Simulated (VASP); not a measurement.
# Y (Fm-3m) in VASP: a series of runs

Runs on Y. Level: LDA. Tasks: electric field gradients.

Program: VASP 6.6.1. These are calculated values, not measurements. Logs are shortened: lines on timing, memory, paths and dates and some standing lists are left out, and cuts for length are marked.

### 1 The cell of the first run

The structure is cubic, space group Fm-3m (No. 225). The conventional cell has a = 4.937 Å, b = 4.937 Å, c = 4.937 Å, α = 90.00°, β = 90.00°, γ = 90.00°. Within 4.6 Å of Y (site symmetry m-3m) lie 12 Y at 3.49 Å.

### 2 Electric field gradients, LDA (volume scaled by 0.98)

INCAR

```
ALGO = Normal ; EDIFF = 1E-8
ENCUT = 520 ; GGA = CA
ISIF = 2 ; ISMEAR = -1
LASPH = True ; LCHARG = False
LEFG = True ; LREAL = False
LWAVE = False ; NBANDS = 12
NELM = 100 ; PREC = Accurate
SIGMA = 0.05
```

KPOINTS

```
k-points
0
Gamma
  13 13 13
```

POSCAR

```
Y
1.0
    0.0000000000      2.4683216451      2.4683216451
    2.4683216451      0.0000000000      2.4683216451
    2.4683216451      2.4683216451      0.0000000000
Y
1
Direct
    0.0000000000      0.0000000000      0.0000000000
```

Potentials or basis: VASP PAW LDA potentials, release 64 (Y_sv).

Run with:

```
> cat potpaw_LDA.64/Y_sv/POTCAR > POTCAR
> mpirun -np 1 vasp_std > vasp.out
```

OUTCAR:

```text
EDIFF = 1E-8
   ENCUT = 520
   GGA = CA
   ISIF = 2
   ISMEAR = -1
   LASPH = True
   LREAL = False
   NELM = 100
   PREC = Accurate

 ion  position               nearest neighbor table
   1  0.000  0.000  0.000-

  LATTYP: Found a face centered cubic cell.
 ALAT       =     4.9366432902

  Lattice vectors:

 A1 = (   0.0000000000,   2.4683216451,   2.4683216451)
 A2 = (   2.4683216451,   0.0000000000,   2.4683216451)
 A3 = (   2.4683216451,   2.4683216451,   0.0000000000)

Analysis of symmetry for initial positions (statically):
=====================================================================
 Subroutine PRICEL returns:
 Original cell was already a primitive cell.

 Routine SETGRP: Setting up the symmetry group for a
 face centered cubic supercell.

 Subroutine GETGRP returns: Found 48 space group operations
 (whereof 48 operations were pure point group operations)
 out of a pool of 48 trial point group operations.

The static configuration has the point symmetry O_h .

Analysis of symmetry for dynamics (positions and initial velocities):
=====================================================================
 Subroutine PRICEL returns:
 Original cell was already a primitive cell.

 Routine SETGRP: Setting up the symmetry group for a
 face centered cubic supercell.

 Subroutine GETGRP returns: Found 48 space group operations
 (whereof 48 operations were pure point group operations)
 out of a pool of 48 trial point group operations.

The dynamic configuration has the point symmetry O_h .

 Subroutine INISYM returns: Found 48 space group operations
 (whereof 48 operations are pure point group operations),
 and found     1 'primitive' translations

----------------------------------------------------------------------------------------

                                     Primitive cell

  volume of cell :      30.0771

  direct lattice vectors                    reciprocal lattice vectors
     0.000000000  2.468321645  2.468321645    -0.202566793  0.202566793  0.202566793
     2.468321645  0.000000000  2.468321645     0.202566793 -0.202566793  0.202566793
     2.468321645  2.468321645  0.000000000     0.202566793  0.202566793 -0.202566793

[... 117 lines left out ...]
   NGX = 13   NGY = 13   NGZ = 13

 number of electron      11.0000001 magnetization

 Free energy of the ion-electron system (eV)
  ---------------------------------------------------
  ext. energy  EPLUGINS =         0.00000000
  ---------------------------------------------------
  free energy    TOTEN  =        -6.94310779 eV

  energy without entropy =       -6.93142636  energy(sigma->0) =       -6.93726707

 E-fermi :   3.3111     XC(G=0):  -9.9871

 val. band max:        3.3097632767   @ k =   0.4615   0.2308   0.0769
 cond. band min:       3.3141874321   @ k =  -0.2308   0.3846   0.1538
 fundamental gap:      0.0044241554
 Fermi energy:         3.3110841045

 k-point     1 :       0.0000    0.0000    0.0000
  band No.  band energies     occupation
      1     -38.9498      2.00000
      2     -18.6976      2.00000
      3     -18.6976      2.00000
      4     -18.6976      2.00000
      5      -1.5364      2.00000
      6       5.1284      0.00000
      7       5.1284      0.00000
      8       5.1284      0.00000
      9       7.3243      0.00000
     10       7.3243      0.00000
     11      12.5807      0.00000
     12      16.0458      0.00000
[... 331 lines left out ...]
 k-point    24 :       0.4615    0.1538    0.0000
  band No.  band energies     occupation
      1     -38.8531      2.00000
      2     -19.3530      2.00000
      3     -18.8784      2.00000
      4     -18.8335      2.00000
      5       1.5829      2.00000
      6       3.5134      0.03437
      7       4.5039      0.00000
      8       5.5620      0.00000
      9       8.6693      0.00000
     10       9.0181      0.00000
     11      11.8166      0.00000
     12      13.9775      0.00000

 [... further k-points ...]
[... 5 lines left out ...]
  --------------------------------------------------------------------------------------
  -------------------------------------------------------------------------------------
  Total       -0.1953711     -0.1953711     -0.1953711     -0.0000000     -0.0000000      0.0000000
  in kB      -10.4072430    -10.4072430    -10.4072430     -0.0000000     -0.0000000      0.0000000
  external PRESSURE =     -10.4072430 kB  Pullay stress =       0.0000000 kB

 VOLUME and BASIS-vectors are now :
 -----------------------------------------------------------------------------
  energy-cutoff  :      520.00
  volume of cell :       30.08
      direct lattice vectors                 reciprocal lattice vectors
     0.000000000  2.468321645  2.468321645    -0.202566793  0.202566793  0.202566793
     2.468321645  0.000000000  2.468321645     0.202566793 -0.202566793  0.202566793
     2.468321645  2.468321645  0.000000000     0.202566793  0.202566793 -0.202566793

 POSITION                                       TOTAL-FORCE (eV/Angst)
 -----------------------------------------------------------------------------------
      0.00000      0.00000      0.00000        -0.000000      0.000000     -0.000000
 -----------------------------------------------------------------------------------
    total drift:                               -0.000000     -0.000000     -0.000000

  FREE ENERGIE OF THE ION-ELECTRON SYSTEM (eV)
  ---------------------------------------------------
  free  energy   TOTEN  =        -6.9431077878 eV

  energy  without entropy=       -6.9314263601  energy(sigma->0) =       -6.93726707

 Electric field gradients (V/A^2)
---------------------------------------------------------------------
 ion       V_xx      V_yy      V_zz      V_xy      V_xz      V_yz
---------------------------------------------------------------------
   1      -0.000     0.000    -0.000     0.000     0.000     0.000
---------------------------------------------------------------------

 Electric field gradients after diagonalization (V/A^2)
 (convention: |V_zz| > |V_xx| > |V_yy|)
----------------------------------------------------------------------
 ion       V_xx      V_yy      V_zz     asymmetry (V_yy - V_xx)/ V_zz
----------------------------------------------------------------------
   1      -0.000    -0.000     0.000       0.000
----------------------------------------------------------------------

           NMR quadrupolar parameters

 Cq : quadrupolar parameter    Cq=e*Q*V_zz/h
 eta: asymmetry parameters     (V_yy - V_xx)/ V_zz
 Q  : nuclear electric quadrupole moment in mb (millibarn)
----------------------------------------------------------------------
 ion       Cq(MHz)       eta       Q (mb)
----------------------------------------------------------------------
   1       0.000       0.000       1.000
----------------------------------------------------------------------
```

OSZICAR:

```text
N       E                     dE             d eps       ncg     rms          rms(c)
DAV:   1     0.257251006543E+02    0.25725E+02   -0.55968E+03  2024   0.838E+02
DAV:   2    -0.578847797699E+01   -0.31514E+02   -0.30629E+02  2432   0.169E+02
DAV:   3    -0.708946846241E+01   -0.13010E+01   -0.12741E+01  2880   0.222E+01
DAV:   4    -0.712120318582E+01   -0.31735E-01   -0.31720E-01  2240   0.333E+00
DAV:   5    -0.712189757859E+01   -0.69439E-03   -0.69436E-03  2652   0.375E-01    0.232E+01
DAV:   6    -0.697190216646E+01    0.15000E+00   -0.18451E-01  2180   0.278E+00    0.142E+01
DAV:   7    -0.694709284579E+01    0.24809E-01   -0.24671E-01  2424   0.318E+00    0.112E+00
DAV:   8    -0.694313878469E+01    0.39541E-02   -0.28354E-02  2284   0.132E+00    0.158E-01
DAV:   9    -0.694311398364E+01    0.24801E-04   -0.84214E-04  2460   0.232E-01    0.595E-02
DAV:  10    -0.694310771912E+01    0.62645E-05   -0.45850E-05  2280   0.572E-02    0.168E-02
DAV:  11    -0.694310776820E+01   -0.49080E-07   -0.62596E-06  2348   0.220E-02    0.125E-02
DAV:  12    -0.694310778718E+01   -0.18977E-07   -0.77099E-07  2264   0.801E-03    0.270E-03
DAV:  13    -0.694310778777E+01   -0.59322E-09   -0.39991E-08  2628   0.161E-03
   1 F= -.69431078E+01 E0= -.69372671E+01  d E =-.116814E-01
```

Run time: 15 s. Hardware: 1 thread of Intel Xeon Platinum 8559C (Emerald Rapids), shared host; peak memory 0.18 GiB.

Results:

| Item | Value |
| --- | --- |
| Free energy | -6.9431 eV |
| Pressure | -1.0 GPa |

Levels at points of the mesh, in eV from the Fermi level:
| k point | band 1 | band 2 | band 3 | band 4 | band 5 | band 6 | band 7 | band 8 | band 9 | band 10 |
| --- | --- | --- | --- | --- | --- | --- | --- | --- | --- | --- |
| (0.00, 0.00, 0.00) | -42.26 | -22.01 | -22.01 | -22.01 | -4.85 | 1.82 | 1.82 | 1.82 | 4.01 | 4.01 |

Caveat: without QUAD_EFG the Cq values of the log hold for a quadrupole moment of 1 mb, not for the nuclei.

### 3 Electric field gradients, LDA (volume scaled by 1.01)

INCAR

```
SYSTEM = Y
ALGO = Normal
EDIFF = 1E-8
ENCUT = 520
GGA = CA
ISIF = 2
ISMEAR = -1
LASPH = .TRUE.
LCHARG = .FALSE.
LEFG = .TRUE.
LREAL = .FALSE.
LWAVE = .FALSE.
NBANDS = 12
NELM = 100
PREC = Accurate
SIGMA = 0.05
```

KPOINTS

```
k-points
0
G
  13 13 13
  0 0 0
```

POSCAR

```
Y
1.0
    0.0000000000      2.4932558746      2.4932558746
    2.4932558746      0.0000000000      2.4932558746
    2.4932558746      2.4932558746      0.0000000000
Y
1
Direct
    0.0000000000      0.0000000000      0.0000000000
```

Potentials or basis: VASP PAW LDA potentials, release 64 (Y_sv).

Run with:

```
> cat potpaw_LDA.64/Y_sv/POTCAR > POTCAR
> mpirun -np 1 vasp_std > vasp.out
```

OUTCAR:

```text
SYSTEM = Y
   EDIFF = 1E-8
   ENCUT = 520
   GGA = CA
   ISIF = 2
   ISMEAR = -1
   LASPH = .TRUE.
   LREAL = .FALSE.
   NELM = 100
   PREC = Accurate

 ion  position               nearest neighbor table
   1  0.000  0.000  0.000-

  LATTYP: Found a face centered cubic cell.
 ALAT       =     4.9865117492

  Lattice vectors:

 A1 = (   0.0000000000,   2.4932558746,   2.4932558746)
 A2 = (   2.4932558746,   0.0000000000,   2.4932558746)
 A3 = (   2.4932558746,   2.4932558746,   0.0000000000)

Analysis of symmetry for initial positions (statically):
=====================================================================
 Subroutine PRICEL returns:
 Original cell was already a primitive cell.

 Routine SETGRP: Setting up the symmetry group for a
 face centered cubic supercell.
[... 540 lines left out ...]
  in kB      -22.4720454    -22.4720454    -22.4720454      0.0000000      0.0000000     -0.0000000
  external PRESSURE =     -22.4720454 kB  Pullay stress =       0.0000000 kB

 VOLUME and BASIS-vectors are now :
 -----------------------------------------------------------------------------
  energy-cutoff  :      520.00
  volume of cell :       31.00
      direct lattice vectors                 reciprocal lattice vectors
     0.000000000  2.493255875  2.493255875    -0.200540989  0.200540989  0.200540989
     2.493255875  0.000000000  2.493255875     0.200540989 -0.200540989  0.200540989
     2.493255875  2.493255875  0.000000000     0.200540989  0.200540989 -0.200540989

 POSITION                                       TOTAL-FORCE (eV/Angst)
 -----------------------------------------------------------------------------------
      0.00000      0.00000      0.00000         0.000000      0.000000     -0.000000
 -----------------------------------------------------------------------------------
    total drift:                               -0.000000     -0.000000     -0.000000

  FREE ENERGIE OF THE ION-ELECTRON SYSTEM (eV)
  ---------------------------------------------------
  free  energy   TOTEN  =        -6.9336494326 eV

  energy  without entropy=       -6.9216762359  energy(sigma->0) =       -6.92766283

 Electric field gradients (V/A^2)
---------------------------------------------------------------------
 ion       V_xx      V_yy      V_zz      V_xy      V_xz      V_yz
---------------------------------------------------------------------
   1      -0.000    -0.000    -0.000     0.000     0.000     0.000
---------------------------------------------------------------------

 Electric field gradients after diagonalization (V/A^2)
 (convention: |V_zz| > |V_xx| > |V_yy|)
----------------------------------------------------------------------
 ion       V_xx      V_yy      V_zz     asymmetry (V_yy - V_xx)/ V_zz
----------------------------------------------------------------------
   1      -0.000    -0.000     0.000       0.000
----------------------------------------------------------------------

           NMR quadrupolar parameters

 Cq : quadrupolar parameter    Cq=e*Q*V_zz/h
 eta: asymmetry parameters     (V_yy - V_xx)/ V_zz
 Q  : nuclear electric quadrupole moment in mb (millibarn)
----------------------------------------------------------------------
 ion       Cq(MHz)       eta       Q (mb)
----------------------------------------------------------------------
   1       0.000       0.000       1.000
----------------------------------------------------------------------
```

OSZICAR:

```text
N       E                     dE             d eps       ncg     rms          rms(c)
DAV:   1     0.247894692131E+02    0.24789E+02   -0.56880E+03  2016   0.848E+02
DAV:   2    -0.571518290624E+01   -0.30505E+02   -0.29701E+02  2448   0.167E+02
DAV:   3    -0.709143120775E+01   -0.13762E+01   -0.13465E+01  2948   0.221E+01
DAV:   4    -0.712423925127E+01   -0.32808E-01   -0.32790E-01  2272   0.328E+00
DAV:   5    -0.712483275244E+01   -0.59350E-03   -0.59349E-03  2652   0.346E-01    0.228E+01
DAV:   6    -0.696656805636E+01    0.15826E+00   -0.18787E-01  2192   0.280E+00    0.139E+01
DAV:   7    -0.693775429864E+01    0.28814E-01   -0.25364E-01  2424   0.320E+00    0.110E+00
DAV:   8    -0.693369002007E+01    0.40643E-02   -0.29250E-02  2312   0.134E+00    0.154E-01
DAV:   9    -0.693365450097E+01    0.35519E-04   -0.86729E-04  2480   0.238E-01    0.623E-02
DAV:  10    -0.693364932955E+01    0.51714E-05   -0.45085E-05  2324   0.570E-02    0.169E-02
DAV:  11    -0.693364941358E+01   -0.84029E-07   -0.66238E-06  2316   0.228E-02    0.123E-02
DAV:  12    -0.693364943217E+01   -0.18588E-07   -0.76470E-07  2236   0.798E-03    0.290E-03
DAV:  13    -0.693364943259E+01   -0.42292E-09   -0.41805E-08  2620   0.165E-03
   1 F= -.69336494E+01 E0= -.69276628E+01  d E =-.119732E-01
```

It took 17 s on 1 thread of Intel Xeon Platinum 8559C (Emerald Rapids), shared host; peak memory 0.17 GiB.

What came out:

```yaml
Free_energy: -6.9336 eV
Pressure: -2.2 GPa
```

Caveat: without QUAD_EFG the Cq values of the log hold for a quadrupole moment of 1 mb, not for the nuclei.

(Part 1 of 3 ends here.)
